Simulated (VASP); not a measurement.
GaN, 4 atoms in the cell. It takes space group P6_3/mmc (No. 194, hexagonal). The conventional cell has a = 3.300 Å, b = 3.300 Å, c = 4.756 Å, α = 90.00°, β = 90.00°, γ = 120.00°. Within 2.5 Å of Ga (site symmetry -6m2) lie 5 N at 1.91 to 2.38 Å. N (site symmetry -6m2) has 5 Ga at 1.91 to 2.38 Å within 2.5 Å. 

| Quantity | Value |
| --- | --- |
| Program | VASP 6.6.1 |
| Task | single point |
| Functional | PBEsol |
| Potentials or basis | VASP PAW PBE potentials, release 64 (Ga_d, N) |
| Cutoff | 600 eV |
| k mesh | 6 × 6 × 4 |
| Occupations | gaussian, width 0.01 eV |
| Spin | no spin polarisation |
| Dipole correction | no |
| Further INCAR settings | ALGO = Normal; EDIFF = 1e-06; NBANDS = 26 |

Potentials or basis: VASP PAW PBE potentials, release 64 (Ga_d, N).

Command:

```bash
$ cat potpaw_PBE.64/Ga_d/POTCAR potpaw_PBE.64/N/POTCAR > POTCAR
$ mpirun -np 1 vasp_std > vasp.out
```

Hardware: 1 thread of AMD EPYC 7R13, with other jobs on the host.

Question: How long does it take, and how much memory?

Answer: Run time: 95 s on 1 thread of AMD EPYC 7R13, with other jobs on the host, peak memory 0.16 GiB. Counts: scf iterations 21, k points 21.
